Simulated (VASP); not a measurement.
Here is a VASP 6.6.1 calculation.

Contents of INCAR:

```
SYSTEM = GaP
ALGO = Normal
EDIFF = 1E-6
ENCUT = 500
GGA = PE
GGA_COMPAT = .FALSE.
ISIF = 2
ISMEAR = 0
LASPH = .TRUE.
LCHARG = .FALSE.
LREAL = .FALSE.
LWAVE = .FALSE.
NBANDS = 16
NELM = 120
PREC = Accurate
SIGMA = 0.02
```

File KPOINTS:

```
k-points
0
G
  8 8 8
  0 0 0
```

Contents of POSCAR:

```
GaP
1.0
    0.0000000000      2.7529841065      2.7529841065
    2.7529841065      0.0000000000      2.7529841065
    2.7529841065      2.7529841065      0.0000000000
Ga P
1 1
Direct
    0.0000000000      0.0000000000      0.0000000000
    0.2500000000      0.2500000000      0.2500000000
```

Potentials or basis: VASP PAW PBE potentials, release 64 (Ga_d, P).

Command:

```console
$ cat potpaw_PBE.64/Ga_d/POTCAR potpaw_PBE.64/P/POTCAR > POTCAR
$ mpirun -np 1 vasp_std > vasp.out
```

(1) What does it give for the band gap on the k mesh?

(2) Estimate the pressure.

Results:

(1) 1.58 eV, direct.

(2) -0.1 GPa.
